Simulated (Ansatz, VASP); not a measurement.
HfTi2S4: VASP beside Ansatz

```xyz
7
Lattice="3.3659 0.0000 0.0000 -1.6829 2.9149 0.0000 0.0000 0.0000 12.9096" Properties=species:S:1:pos:R:3 pbc="T T T"
Hf    0.0000    0.0000    0.0000
Ti    0.0000    0.0000    9.5111
Ti    0.0000    0.0000    3.3984
S     1.6829    0.9716   11.1744
S     0.0000    1.9433    1.7352
S     1.6829    0.9716    4.7948
S     0.0000    1.9433    8.1148
```

Alike in both runs: functional PBE; k mesh 12 × 12 × 4; occupations gaussian, width 0.1 eV; no spin polarisation.

Ansatz relaxed the structure, and its values are those at the end. VASP's run is a single point on that final structure, the one shown.

```csv
,VASP,Ansatz
version,VASP 6.6.1,Ansatz 0.2.0
potentials or method,"VASP PAW PBE potentials, release 64 (Hf_pv, Ti_sv, S), cutoff 520 eV","scalar-relativistic, plane waves, PAW"
valence electrons in the cell,58,74
```

Ansatz gave:

```
gap on the k mesh at the Fermi level (eV) : none
pressure (GPa)                            : 0.0
rms of the force components (eV/Å)        : 0.000
```

Question: Estimate VASP's values.

Answer: gap on the k mesh at the Fermi level (eV): none; pressure (GPa): -0.2; rms of the force components (eV/Å): 0.016.

A gap of «none» marks a metal or a gap that the smearing closes. VASP's potentials hold 58 valence electrons a cell and Ansatz's 74, so a difference there can come from the potentials and not from the codes.

Spin-orbit coupling is off throughout.
